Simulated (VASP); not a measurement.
Input of a VASP 6.6.1 run:

File POSCAR:

```
W
1.0
   -1.5848038465      1.5848038465      1.5848038465
    1.5848038465     -1.5848038465      1.5848038465
    1.5848038465      1.5848038465     -1.5848038465
W
1
Direct
    0.0000000000      0.0000000000      0.0000000000
```

INCAR.step1

```
PREC     = Accurate       # precision mode
ENCUT    = 520            # plane-wave cutoff, eV
ISMEAR   = 0              # smearing method
SIGMA    = 0.2            # smearing width, eV
LREAL    = False          # projectors in reciprocal space
LASPH    = True           # aspherical terms in the spheres
NELM     = 80             # most SCF steps
NBANDS   = 13             # bands
GGA      = PE             # functional
ALGO     = Normal         # electronic algorithm
EDIFF    = 1E-4           # SCF threshold, eV
LWAVE    = True           # write WAVECAR
LCHARG   = False          # write CHGCAR
```

File INCAR.step2:

```
PREC     = Accurate       # precision mode
ENCUT    = 520            # plane-wave cutoff, eV
EDIFF    = 1E-6           # SCF threshold, eV
ISMEAR   = 0              # smearing method
SIGMA    = 0.2            # smearing width, eV
LREAL    = False          # projectors in reciprocal space
LASPH    = True           # aspherical terms in the spheres
NELM     = 80             # most SCF steps
ALGO     = Normal         # electronic algorithm
ISIF     = 2              # what is computed and relaxed
LWAVE    = False          # write WAVECAR
LCHARG   = False          # write CHGCAR
METAGGA  = R2SCAN         # meta-GGA
LMIXTAU  = True         
NBANDS   = 13             # bands
ISTART   = 1
```

The input KPOINTS:

```
Automatic mesh
0
Gamma
  14 14 14
```

Potentials or basis: VASP PAW PBE potentials, release 64 (W_sv).

Launch:

```bash
$ cat potpaw_PBE.64/W_sv/POTCAR > POTCAR
$ cp INCAR.step1 INCAR
$ mpirun -np 1 vasp_std > vasp.out
$ cp INCAR.step2 INCAR
$ mpirun -np 1 vasp_std > vasp.out
```

(1) Estimate the pressure.

(2) Estimate the band gap on the k mesh.

Answers

(1) 1.2 GPa.

(2) zero (bands 7 and 8 overlap by 6.58 eV).

Caveat: the PAW data sets were made with another functional, which shifts forces and pressure a little; spin-orbit coupling is left out, which moves the levels of the heavy elements.
